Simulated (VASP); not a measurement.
Input of a VASP 6.6.1 run:

INCAR

```
SYSTEM = Mg3Se
ALGO = Normal
EDIFF = 1E-6
ENCUT = 600
GGA = PE
GGA_COMPAT = .False.
ISIF = 2
ISMEAR = 0
LASPH = .True.
LCHARG = .True.
LELF = .True.
LREAL = .False.
LVHAR = .True.
LWAVE = .False.
NBANDS = 14
NELM = 120
PREC = Accurate
SIGMA = 0.1
```

Contents of KPOINTS:

```
k-points
0
Gamma
  12 12 12
  0 0 0
```

POSCAR

```
Mg3Se
1.0
    4.4614539640      0.0000000000      0.0000000000
    0.0000000000      4.4614539640      0.0000000000
    0.0000000000      0.0000000000      4.4614539640
Mg Se
3 1
Direct
    0.0000000000      0.5000000000      0.5000000000
    0.5000000000      0.0000000000      0.5000000000
    0.5000000000      0.5000000000      0.0000000000
    0.0000000000      0.0000000000      0.0000000000
```

Potentials or basis: VASP PAW PBE potentials, release 64 (Mg, Se).

Launch:

```sh
$ cat potpaw_PBE.64/Mg/POTCAR potpaw_PBE.64/Se/POTCAR > POTCAR
$ mpirun -np 1 vasp_std > vasp.out
```

Q: Predict the pressure.

A: -0.1 GPa.

Q: What does it give for the band gap on the k mesh?

A: Zero (bands 6 and 7 overlap by 2.44 eV).
